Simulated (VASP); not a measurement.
Set up this calculation in VASP 6.6.1, as the native input.

* Task: single point
* Functional: PBE
* Dispersion: D3(BJ)
* Potentials or basis: VASP PAW PBE potentials, release 64 (Mn_pv, S)
* Cutoff: 520 eV
* k mesh: 9 × 9 × 9
* Occupations: fermi-dirac, width 0.05 eV
* Spin: collinear spin, ferromagnetic start
* Starting moments: [4.0, 0.0] μB
* Dipole correction: no
* Further INCAR settings: ALGO = Normal; EDIFF = 1e-07; NBANDS = 20

The structure of MnS lies in POSCAR:

```
MnS
1.0
    0.0000000000      2.5101150996      2.5101150996
    2.5101150996      0.0000000000      2.5101150996
    2.5101150996      2.5101150996      0.0000000000
Mn S
1 1
Direct
    0.0000000000      0.0000000000      0.0000000000
    0.5000000000      0.5000000000      0.5000000000
```

One way to write it, as run:

INCAR

```
PREC = Accurate
ENCUT = 520
EDIFF = 1E-7
ISMEAR = -1
SIGMA = 0.05
LREAL = F
LASPH = T
NELM = 150
ALGO = Normal
ISIF = 2
LWAVE = F
LCHARG = T
ISPIN = 2
MAGMOM = 4 0
LORBIT = 11
LMAXMIX = 4
GGA = PE
IVDW = 12
LELF = T
LVHAR = T
NBANDS = 20
```

KPOINTS

```
Automatic mesh
0
Gamma
  9 9 9
```

Potentials or basis: VASP PAW PBE potentials, release 64 (Mn_pv, S).

Run with:

```bash
$ cat potpaw_PBE.64/Mn_pv/POTCAR potpaw_PBE.64/S/POTCAR > POTCAR
$ mpirun -np 1 vasp_std > vasp.out
```

It gave:

```
Pressure                                              : 0.0 GPa
Net moment                                            : 4.35 μB per cell
Site moments                                          : Mn +3.99; S +0.08 μB
Valence electrons inside the program's atomic spheres : Mn 11.42; S 3.75
Dispersion energy per atom                            : -0.457 eV
```

Caveat: a cell with one magnetic atom can't hold antiferromagnetic order, which such compounds often take; pairwise dispersion overbinds metals, which lowers pressure and volume.

It took 47 s on 1 thread of Intel(R) Xeon(R) Platinum 8488C (Sapphire Rapids), on a shared host, peak memory 0.19 GiB.
